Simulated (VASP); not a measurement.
A run of VASP 6.6.1 is set up as follows.

File INCAR:

```
PREC = Accurate ; ENCUT = 600
EDIFF = 1E-6 ; ISMEAR = 0
SIGMA = 0.01 ; LREAL = False
LASPH = True ; NELM = 120
ALGO = Normal ; ISIF = 2
LWAVE = False ; LCHARG = False
GGA = PS ; NBANDS = 11
GGA_COMPAT = False
```

KPOINTS

```
Automatic mesh
0
Gamma
  8 8 8
```

POSCAR

```
SiC
1.0
    0.0000000000      2.1790000000      2.1790000000
    2.1790000000      0.0000000000      2.1790000000
    2.1790000000      2.1790000000      0.0000000000
Si C
1 1
Direct
    0.0000000000      0.0000000000      0.0000000000
    0.2500000000      0.2500000000      0.2500000000
```

Potentials or basis: VASP PAW PBE potentials, release 64 (Si, C).

The run is started by

```console
$ cat potpaw_PBE.64/Si/POTCAR potpaw_PBE.64/C/POTCAR > POTCAR
$ mpirun -np 1 vasp_std > vasp.out
```

Question: Estimate the pressure.

Answer: 0.0 GPa.

Question: What does it give for the band gap on the k mesh?

Answer: 1.23 eV, indirect (least direct gap 4.44 eV).

Caveat: the PAW data sets were made with another functional, which shifts forces and pressure a little.

**The experiment to reproduce.**

From “Insight into the structural, elastic and electronic properties of a new orthorhombic 6O-SiC polytype”, 2020, pmc:7200658, for a bulk crystal of SiC: band gap 2.4 eV (indirect).

A measured gap of SiC is 2.4 eV (indirect; quoted in “Insight into the structural, elastic and electronic properties of a new orthorhombic 6O-SiC polytype”, 2020, pmc:7200658); the calculated 1.23 eV misses it by -1.17 eV. The value is that of PBEsol on a finite k mesh, which can miss the band edges, without temperature or zero-point motion. Semilocal functionals fall short of measured gaps as a rule.
